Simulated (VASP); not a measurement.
# W (Fd-3m) in VASP: notebook, part 2 of 2

VASP 6.6.1.

## 5. Relaxation of cell and atoms, PBE

This run uses another cell than the first one, of 20.57 Å³/atom, 0.832 times its volume.

The input, INCAR:

```
PREC = Accurate
ENCUT = 600
EDIFF = 1E-6
ISMEAR = 1
SIGMA = 0.1
LREAL = False
LASPH = True
NELM = 100
ALGO = Normal
ISIF = 3
LWAVE = False
LCHARG = False
GGA = PE
IBRION = 2
NSW = 80
EDIFFG = -0.03
```

The input, KPOINTS:

```
Automatic mesh
0
Gamma
  7 7 7
```

The input, POSCAR:

```
W
1.0
    0.0000000000      2.7400000000      2.7400000000
    2.7400000000      0.0000000000      2.7400000000
    2.7400000000      2.7400000000      0.0000000000
W
2
Direct
    0.0000000000      0.0000000000      0.0000000000
    0.2500000000      0.2500000000      0.2500000000
```

Potentials or basis: VASP PAW PBE potentials, release 64 (W_sv).

Launch:

```bash
> cat potpaw_PBE.64/W_sv/POTCAR > POTCAR
> mpirun -np 1 vasp_std > vasp.out
```

OUTCAR:

```text
PREC = Accurate
   ENCUT = 600
   EDIFF = 1E-6
   ISMEAR = 1
   LREAL = False
   LASPH = True
   NELM = 100
   ISIF = 3
   GGA = PE
   IBRION = 2
   NSW = 80
   EDIFFG = -0.03

 ion  position               nearest neighbor table
   1  0.000  0.000  0.000-   2 2.37   2 2.37   2 2.37   2 2.37
   2  0.250  0.250  0.250-   1 2.37   1 2.37   1 2.37   1 2.37

  LATTYP: Found a face centered cubic cell.
 ALAT       =     5.4800000000

  Lattice vectors:

 A1 = (   0.0000000000,   2.7400000000,   2.7400000000)
 A2 = (   2.7400000000,   0.0000000000,   2.7400000000)
 A3 = (   2.7400000000,   2.7400000000,   0.0000000000)

Analysis of symmetry for initial positions (statically):
=====================================================================
 Subroutine PRICEL returns:
[... 208 lines left out ...]

 val. band max:        2.2416616187   @ k =   0.4286   0.2857   0.1429
 cond. band min:       2.3823697405   @ k =  -0.4286   0.1429   0.0000
 fundamental gap:      0.1407081219
 Fermi energy:         2.3101805123

 k-point     1 :       0.0000    0.0000    0.0000
  band No.  band energies     occupation
      1     -71.4012      2.00000
      2     -71.3366      2.00000
      3     -35.6319      2.00000
      4     -35.6319      2.00000
      5     -35.6319      2.00000
      6     -35.3387      2.00000
[... 516 lines left out ...]
--------------------------------------- Ionic step        5  -------------------------------------------

 number of electron      28.0000000 magnetization

 Free energy of the ion-electron system (eV)
  ---------------------------------------------------
  ext. energy  EPLUGINS =         0.00000000
  ---------------------------------------------------
  free energy    TOTEN  =       -20.59192786 eV

  energy without entropy =      -20.58681654  energy(sigma->0) =      -20.59022409

 E-fermi :   5.2266     XC(G=0): -10.7593

 val. band max:        5.2085733186   @ k =  -0.4286   0.2857   0.0000
 cond. band min:       5.2325012345   @ k =  -0.4286   0.4286   0.1429
 fundamental gap:      0.0239279159
 Fermi energy:         5.2266221328

 k-point     1 :       0.0000    0.0000    0.0000
  band No.  band energies     occupation
      1     -67.9442      2.00000
      2     -67.6338      2.00000
      3     -32.5230      2.00000
      4     -32.5230      2.00000
      5     -32.5230      2.00000
      6     -31.6224      2.00000
[... 438 lines left out ...]
  FREE ENERGIE OF THE ION-ELECTRON SYSTEM (eV)
  ---------------------------------------------------
  free  energy   TOTEN  =       -20.5919278643 eV

  energy  without entropy=      -20.5868165432  energy(sigma->0) =      -20.59022409

 reached required accuracy - stopping structural energy minimisation
```

OSZICAR:

```text
N       E                     dE             d eps       ncg     rms          rms(c)
DAV:   1     0.303225587439E+03    0.30323E+03   -0.18004E+04   720   0.192E+03
DAV:   2    -0.951735289293E+01   -0.31274E+03   -0.30765E+03   832   0.526E+02
DAV:   3    -0.199239372826E+02   -0.10407E+02   -0.98489E+01   836   0.894E+01
[... 45 lines left out ...]
DAV:   3    -0.205919084723E+02    0.90494E-03   -0.39751E-03   886   0.547E-01    0.186E-01
DAV:   4    -0.205919457944E+02   -0.37322E-04   -0.34874E-04   730   0.131E-01    0.288E-02
DAV:   5    -0.205919304159E+02    0.15379E-04   -0.45298E-05   844   0.563E-02    0.601E-03
DAV:   6    -0.205919277631E+02    0.26529E-05   -0.11964E-05   696   0.218E-02    0.532E-03
DAV:   7    -0.205919278643E+02   -0.10128E-06   -0.42749E-07   370   0.740E-03
   5 F= -.20591928E+02 E0= -.20590224E+02  d E =-.748577E+00
```

CONTCAR:

```text
W
   1.00000000000000
     0.0000000000000000    2.9173781866524440    2.9173781866524440
     2.9173781866524440    0.0000000000000000    2.9173781866524440
     2.9173781866524440    2.9173781866524440    0.0000000000000000
  W
     2
Direct
     0.0000000000000000    0.0000000000000000    0.0000000000000000
     0.2500000000000000    0.2500000000000000    0.2500000000000000

  0.00000000E+00  0.00000000E+00  0.00000000E+00
  0.00000000E+00  0.00000000E+00  0.00000000E+00
```

Wall time 98 s (1 thread of Intel Xeon 8259CL, shared host); peak memory 0.19 GiB.

What came out:

```yaml
Free_energy: -20.5919 eV
Relaxed_volume: 24.83 Å³/atom
Relaxed_cell: a = 4.126 Å, b = 4.126 Å, c = 4.126 Å, α = 60.00°, β = 60.00°, γ = 60.00°
Space_group_after_relaxing_to_0.05_Å: Fd-3m (No. 227)
Energy_gained_by_relaxing: 374.3 meV/atom
Ionic_steps: 5
Pressure_after_relaxing: 0.0 GPa
Band_gap_on_the_k_mesh: zero (band 14 reaches 5.60 eV, above the bottom of band 15 at 4.75 eV)
```

Step by step:
```csv
step,energy change (eV),largest force (eV/Å),pressure (GPa),volume (Å³)
1,0.0000,0.0000,33.35,41.14
2,1.3050,0.0000,-21.38,72.27
3,-0.7394,0.0000,-2.52,50.80
4,-0.7481,0.0000,-0.61,49.92
5,-0.7486,0.0000,-0.01,49.66
```

Final structure:
```
W
1.0
     0.00000    2.91738    2.91738
     2.91738    0.00000    2.91738
     2.91738    2.91738    0.00000
W
2
Direct
  0.00000 0.00000 0.00000
  0.25000 0.25000 0.25000
```

Caveat: the volume moved by over 15 % at a fixed basis, so the end points are rough; spin-orbit coupling is left out, which moves the levels of the heavy elements.

## 6. Summary

| task | cell | cutoff (eV) | gap on the mesh (eV) | pressure (GPa) | relaxed volume (Å³/atom) |
| --- | --- | --- | --- | --- | --- |
| relaxation of cell and atoms | relaxed from a = 4.120 Å, angles 60.0°, 2 atoms | 600 | none | 0.0 | 24.83 |
| single point | a = 4.120 Å, angles 60.0°, 2 atoms | 520 | none | 0.5 | - |
| relaxation of cell and atoms | relaxed from a = 3.875 Å, angles 60.0°, 2 atoms | 600 | none | 0.0 | 24.83 |

Alike in all rows: level PBE; potentials or basis VASP PAW PBE potentials, release 64 (W_sv); no spin polarisation; k mesh 7 × 7 × 7; smearing methfessel-paxton 0.1 eV.

Caveats: spin-orbit coupling is left out, which moves the levels of the heavy elements; the volume moved by over 15 % at a fixed basis, so the end points are rough (some runs).

Total energies depend on the potentials used, so only differences within one code and one set of settings carry meaning.
